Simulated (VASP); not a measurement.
Runs of VASP 6.6.1 on LiH. The structure is that of space group Fm-3m (No. 225), or close to it. The cells are those of the table. 

```tsv
level	cell	k mesh	smearing	grid for exact exchange (PRECFOCK)	screening parameter	gap on the mesh (eV)
r2SCAN	a = 2.776, b = 2.776, c = 2.725 Å, angles 60.6, 60.6, 58.8°, 2 atoms	10 × 10 × 10	gaussian 0.01 eV	-	-	(b)
PBE	a = 2.776, b = 2.776, c = 2.725 Å, angles 60.6, 60.6, 58.8°, 2 atoms	10 × 10 × 10	fermi-dirac 0.02 eV	-	-	2.48
PBE	a = 2.968 Å, angles 60.0°, 2 atoms	10 × 10 × 10	fermi-dirac 0.02 eV	-	-	(a)
HSE06	a = 2.968 Å, angles 60.0°, 2 atoms	8 × 8 × 8	gaussian 0.01 eV	Normal	0.2079 1/Å	4.03
r2SCAN	a = 2.968 Å, angles 60.0°, 2 atoms	10 × 10 × 10	gaussian 0.01 eV	-	-	3.65
HSE06	a = 2.776, b = 2.776, c = 2.725 Å, angles 60.6, 60.6, 58.8°, 2 atoms	8 × 8 × 8	gaussian 0.01 eV	Normal	0.2079 1/Å	3.46
```

Alike in all rows: task single point; potentials or basis VASP PAW PBE potentials, release 64 (Li_sv, H); no spin polarisation; cutoff (eV) 520.

**Question.** Fill in the values left out.

**Answer.** (a) 3.06; (b) 3.08.

A k mesh can miss the band edges.
